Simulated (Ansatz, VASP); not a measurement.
# AlN, level by level in two programs

```
Al N
1.0
     3.11300    0.00000    0.00000
    -1.55650    2.69594    0.00000
     0.00000    0.00000    4.98100
Al N
2 2
Direct
  0.66667 0.33333 0.50000
  0.33333 0.66667 0.00000
  0.66667 0.33333 0.88000
  0.33333 0.66667 0.38000
```

Single points on this cell with VASP 6.6.1 and Ansatz 0.2.0. Each row is one pair of runs. Alike in all rows: spin: off; Ansatz's potentials, cutoff: Ansatz PAW, 420 eV.

| level | k mesh | smearing | VASP's potentials, cutoff | gap on the k mesh at the Fermi level (eV), VASP | gap on the k mesh at the Fermi level (eV), Ansatz | least direct gap on the mesh (eV), VASP | least direct gap on the mesh (eV), Ansatz | pressure (GPa), VASP | pressure (GPa), Ansatz |
| --- | --- | --- | --- | --- | --- | --- | --- | --- | --- |
| LDA | 10 × 10 × 6 | fermi-dirac, width 0.05 eV | VASP PAW LDA potentials, release 64 (Al, N), 520 eV | 4.25 | 4.24 | 4.25 | 4.24 | -4.1 | -4.6 |
| RPBE+D4 | 10 × 10 × 6 | fermi-dirac, width 0.05 eV | VASP PAW PBE potentials, release 64 (Al, N), 520 eV | 4.27 | 4.25 | 4.27 | 4.25 | -4.0 | -3.3 |
| PBE-based screened hybrid | 6 × 6 × 3 | fermi-dirac, width 0.05 eV | VASP PAW PBE potentials, release 64 (Al, N), 520 eV | 5.57 | 5.58 | 5.57 | 5.58 | -1.7 | -1.6 |
| PBE | 10 × 10 × 6 | gaussian, width 0.012 eV | VASP PAW PBE potentials, release 64 (Al, N), 520 eV | 4.22 | 4.21 | 4.22 | 4.21 | 3.5 | 3.7 |
| PBE | 10 × 10 × 6 | gaussian, width 0.013 eV | VASP PAW PBE potentials, release 64 (Al, N), 520 eV | 4.22 | 4.21 | 4.22 | 4.21 | 3.5 | 3.7 |
| PBE | 10 × 10 × 6 | gaussian, width 0.014 eV | VASP PAW PBE potentials, release 64 (Al, N), 520 eV | 4.22 | 4.21 | 4.22 | 4.21 | 3.5 | 3.7 |
| PBE | 10 × 10 × 6 | gaussian, width 0.015 eV | VASP PAW PBE potentials, release 64 (Al, N), 520 eV | 4.22 | 4.21 | 4.22 | 4.21 | 3.5 | 3.7 |
| PBE | 10 × 10 × 6 | gaussian, width 0.016 eV | VASP PAW PBE potentials, release 64 (Al, N), 520 eV | 4.22 | 4.21 | 4.22 | 4.21 | 3.5 | 3.7 |

Gap on the k mesh at the fermi level (eV): the two programs differ by at most 0.024; least direct gap on the mesh (eV): the two programs differ by at most 0.024; pressure (GPa): the two programs differ by at most 0.67.

The k mesh is coarse in some rows, so the values compare programs but aren't converged. Noted on Ansatz's runs: odd divisions of the mesh miss points on the zone boundary, where band edges often lie, so the gap on the mesh can be too wide.
